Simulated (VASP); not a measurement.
Input of a VASP 6.6.1 run:

Contents of INCAR:

```
PREC = Accurate ; ENCUT = 600
EDIFF = 1E-7 ; ISMEAR = -1
SIGMA = 0.05 ; LREAL = False
LASPH = True ; NELM = 150
ALGO = Normal ; ISIF = 3
LWAVE = False ; LCHARG = False
ISPIN = 2 ; MAGMOM = 7 7
LORBIT = 11 ; LMAXMIX = 6
GGA = PE ; IBRION = 2
NSW = 100 ; EDIFFG = -0.005
```

File KPOINTS:

```
regular mesh
0
Gamma
  10 10 6
```

File POSCAR:

```
Gd
1.0
    3.7304835253      0.0000000000      0.0000000000
   -1.8652417626      3.2306935013      0.0000000000
    0.0000000000      0.0000000000      5.9328641456
Gd
2
Direct
    0.3333333333      0.6666666667      0.2500000000
    0.6666666667      0.3333333333      0.7500000000
```

Potentials or basis: VASP PAW PBE potentials, release 64 (Gd).

Launch:

```sh
$ cat potpaw_PBE.64/Gd/POTCAR > POTCAR
$ mpirun -np 1 vasp_std > vasp.out
```

What does it give for the relaxed volume?

33.59 Å³/atom.

Estimate the space group after relaxing (to 0.05 Å).

P6_3/mmc (No. 194).

Final structure:
```cif
data_structure
_symmetry_space_group_name_H-M 'P 1'
_symmetry_Int_Tables_number 1
_cell_length_a 3.6479
_cell_length_b 3.6479
_cell_length_c 5.8290
_cell_angle_alpha 90.000
_cell_angle_beta 90.000
_cell_angle_gamma 120.000
_cell_volume 67.17
loop_
_atom_site_label
_atom_site_type_symbol
_atom_site_fract_x
_atom_site_fract_y
_atom_site_fract_z
_atom_site_occupancy
Gd1 Gd 0.33333 0.66667 0.25000 1
Gd2 Gd 0.66667 0.33333 0.75000 1
```

 The state reached can hang on the start; a lower one may exist.
